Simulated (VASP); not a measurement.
Wanted: the native input for a VASP 6.6.1 run.

```yaml
Task: relaxation of cell and atoms
Functional: PBE
Potentials_or_basis: VASP PAW PBE potentials, release 64 (Na_pv, Au)
Cutoff: 600 eV
k_mesh: 8 × 8 × 8
Occupations: gaussian, width 0.1 eV
Spin: no spin polarisation
Dipole_correction: no
Further_INCAR_settings: ALGO = Fast; EDIFF = 1e-06; IBRION = 2; EDIFFG = -0.01; NSW = 100; ISIF = 3
```

The structure of Na4Au lies in POSCAR:

```
Na4Au
1.0
   -3.4807442583      3.4807442583      3.4807442583
    3.4807442583     -3.4807442583      3.4807442583
    3.4807442583      3.4807442583     -3.4807442583
Na Au
4 1
Direct
    0.5000000000      0.5000000000      0.5000000000
    0.0000000000      0.0000000000      0.5000000000
    0.0000000000      0.5000000000      0.0000000000
    0.5000000000      0.0000000000      0.0000000000
    0.0000000000      0.0000000000      0.0000000000
```

These files were run (other wordings do the same):

INCAR

```
SYSTEM = Na4Au
PREC = Accurate
ENCUT = 600
EDIFF = 1E-6
ISMEAR = 0
SIGMA = 0.1
LREAL = .False.
LASPH = .True.
NELM = 100
ALGO = Fast
ISIF = 3
LWAVE = .False.
LCHARG = .False.
GGA = PE
IBRION = 2
NSW = 100
EDIFFG = -0.01
```

KPOINTS

```
Automatic mesh
0
Gamma
  8 8 8
  0 0 0
```

Potentials or basis: VASP PAW PBE potentials, release 64 (Na_pv, Au).

The run is started by

```console
$ cat potpaw_PBE.64/Na_pv/POTCAR potpaw_PBE.64/Au/POTCAR > POTCAR
$ mpirun -np 1 vasp_std > vasp.out
```

Results of the run:

```
Pressure after relaxing : 0.0 GPa
```

Caveat: the relaxation stopped at its first step, so nothing moved.

Run time: 3.1 min on 1 thread of AMD EPYC 9755 128-Core Processor, on a shared host, peak memory 0.37 GiB.
